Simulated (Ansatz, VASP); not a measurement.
# BiP: VASP beside Ansatz

INCAR

```
ALGO = Normal
EDIFF = 1E-6
ENCUT = 520
GGA = PS
ISIF = 2
ISMEAR = 0
ISYM = 0
LASPH = True
LCHARG = True
LELF = True
LREAL = False
LVHAR = True
LWAVE = False
NBANDS = 17
NELM = 80
PREC = Accurate
SIGMA = 0.05
```

The input KPOINTS:

```
k-points
0
Gamma
  10 10 8
```

File POSCAR:

```
BiP
1.0
    3.8503612769      0.0000000000      0.0000000000
   -1.9251806384      3.3345106795      0.0000000000
    0.0000000000      0.0000000000      3.7439277789
Bi P
1 1
Direct
    0.0000000000      0.0000000000      0.0000000000
    0.6666666667      0.3333333333      0.5000000000
```

Input for Ansatz:

```yaml
crystal:
  lattice:
    - [3.850361276875, -2.886750411711e-11, 0.0]
    - [-1.925180638413, 3.334510679536, 0.0]
    - [0.0, 0.0, 3.7439277789]
  atoms:
    - { symbol: Bi, position: [-3.700743415525e-17, 0.0, 0.0] }
    - { symbol: P, position: [0.6666666666667, 0.3333333333333, 0.5] }
  symmetry: { detect: false }
basis:
  ecutwfc: 420
  ecutrho_ratio: 4
kpoints:
  mp_grid: { grid: [10, 10, 8] }
hamiltonian:
  xc: pbesol
scf:
  occupations: { method: gaussian, width: 0.05 }
output:
  forces: true
  stress: true
```

Alike in both runs: task single point; functional PBEsol; k mesh 10 × 10 × 8; occupations gaussian, width 0.05 eV; no spin polarisation.

|  | VASP | Ansatz |
| --- | --- | --- |
| version | VASP 6.6.1 | Ansatz 0.2.0 |
| potentials or method | VASP PAW PBE potentials, release 64 (Bi_d, P), cutoff 520 eV | scalar-relativistic, plane waves, PAW |
| valence electrons in the cell | 20 | 20 |

|  | VASP | Ansatz | Ansatz less VASP |
| --- | --- | --- | --- |
| pressure (GPa) | 0.0 | 0.0 | -0.01 |

VASP's potentials were made for PBE, not for PBEsol. The functional is the same, so the differences come from potentials, cutoffs and numerics.

Neither program's run includes spin-orbit coupling.
